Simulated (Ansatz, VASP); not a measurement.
**Mg in VASP and in Ansatz**

```xyz
1
Lattice="3.0544 0.0000 0.0000 0.0000 3.0544 0.0000 0.0000 0.0000 3.0544" Properties=species:S:1:pos:R:3 pbc="T T T"
Mg    0.0000    0.0000    0.0000
```

Alike in both runs: functional RPBE; k mesh 11 × 11 × 11; occupations fermi-dirac, width 0.1 eV; no spin polarisation.

Ansatz relaxed the structure, and its values are those at the end. VASP's run is a single point on that final structure, the one shown.

|  | VASP | Ansatz |
| --- | --- | --- |
| version | VASP 6.6.1 | Ansatz 0.2.0 |
| potentials or method | VASP PAW PBE potentials, release 64 (Mg), cutoff 520 eV | plane waves (420 eV) with PAW, scalar-relativistic |
| valence electrons in the cell | 2 | 10 |

|  | VASP | Ansatz | Ansatz less VASP |
| --- | --- | --- | --- |
| pressure (GPa) | -0.1 | 0.0 | +0.11 |

VASP's potentials were made for PBE, not for RPBE. The functional is the same, so the differences come from potentials, cutoffs and numerics. VASP's potentials hold 2 valence electrons a cell and Ansatz's 10, so a difference there can come from the potentials and not from the codes.
